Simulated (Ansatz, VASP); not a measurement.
## PbO: VASP beside Ansatz

Contents of INCAR:

```
PREC = Accurate
ENCUT = 520
EDIFF = 1E-6
ISMEAR = 0
SIGMA = 0.02
LREAL = False
LASPH = True
NELM = 100
ALGO = Normal
ISIF = 2
LWAVE = False
LCHARG = False
LDIPOL = True
IDIPOL = 3
DIPOL = 0.5 0.5 0.500
GGA = PE
IVDW = 12
NBANDS = 28
```

Contents of KPOINTS:

```
Automatic mesh
0
Gamma
  6 6 1
```

File POSCAR:

```
PbO
1.0
    3.9050000000      0.0000000000      0.0000000000
    0.0000000000      3.9050000000      0.0000000000
    0.0000000000      0.0000000000     30.7493267952
Pb O
2 2
Direct
    0.5000000000      0.0000000000      0.4566657180
    0.0000000000      0.5000000000      0.5433342820
    0.0000000000      0.0000000000      0.5000000000
    0.5000000000      0.5000000000      0.5000000000
```

Input for Ansatz:

```yaml
crystal:
  lattice:
    - [3.905, 0.0, 0.0]
    - [0.0, 3.905, 0.0]
    - [0.0, 0.0, 30.7493267952]
  atoms:
    - { symbol: Pb, position: [0.5, 0.0, 0.456665718] }
    - { symbol: O, position: [0.0, 0.0, 0.5] }
    - { symbol: O, position: [0.5, 0.5, 0.5] }
    - { symbol: Pb, position: [0.0, 0.5, 0.543334282] }
  periodic: [true, true, false]
basis:
  ecutwfc: 420
kpoints:
  mp_grid: { grid: [6, 6, 1] }
hamiltonian:
  xc: pbe
  dispersion: d3bj
scf:
  occupations: { method: gaussian, width: 0.02 }
output:
  forces: true
  stress: true
  eigenvalues: true
```

Alike in both runs: task single point; functional PBE; dispersion D3(BJ); k mesh 6 × 6 × 1; occupations gaussian, width 0.02 eV; no spin polarisation.

```csv
,VASP,Ansatz
version,VASP 6.6.1,Ansatz 0.2.0
potentials or method,"VASP PAW PBE potentials, release 64 (Pb_d, O), cutoff 520 eV","scalar-relativistic, plane waves, PAW"
valence electrons in the cell,40,40
```

Ansatz gave:

```
gap on the k mesh at the Fermi level (eV) : 2.55
least direct gap on the mesh (eV)         : 2.78
rms of the force components (eV/Å)        : 0.575
```

Problem. Which values does VASP return?

Solution. gap on the k mesh at the Fermi level (eV): 2.54; least direct gap on the mesh (eV): 2.78; rms of the force components (eV/Å): 0.562.

Neither program's run includes spin-orbit coupling.
